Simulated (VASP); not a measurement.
Ir, 1 atom in the cell. The structure is tetragonal, space group I4/mmm (No. 139). The conventional cell has a = 2.932 Å, b = 2.932 Å, c = 3.993 Å, α = 90.00°, β = 90.00°, γ = 90.00°. Within 3.8 Å of Ir (site symmetry 4/mmm) lie 12 Ir at 2.88 to 2.93 Å.  This cell differs from its parent crystal: strain +0.080 along x and y, +0.040 along z.

| Property | Result |
| --- | --- |
| Program | VASP 6.6.1 |
| Task | single point |
| Functional | PBE |
| Potentials or basis | VASP PAW PBE potentials, release 64 (Ir) |
| Cutoff | 520 eV |
| k mesh | 22 × 22 × 22 |
| Occupations | gaussian, width 0.15 eV |
| Spin | no spin polarisation |
| Dipole correction | no |
| Further INCAR settings | ALGO = Fast; EDIFF = 1e-06; NBANDS = 10 |

Potentials or basis: VASP PAW PBE potentials, release 64 (Ir).

Command:

```bash
$ cat potpaw_PBE.64/Ir/POTCAR > POTCAR
$ mpirun -np 1 vasp_std > vasp.out
```

Hardware: 1 thread of Intel(R) Xeon(R) Platinum 8259CL CPU @ 2.50GHz (Skylake/Cascade Lake), with other jobs on the host.

Task: Estimate the wall time of this run.

Result: Run time: 3 min on 1 thread of Intel(R) Xeon(R) Platinum 8259CL CPU @ 2.50GHz (Skylake/Cascade Lake), on a shared host, peak memory 0.28 GiB. Counts: scf iterations 13, k points 834.
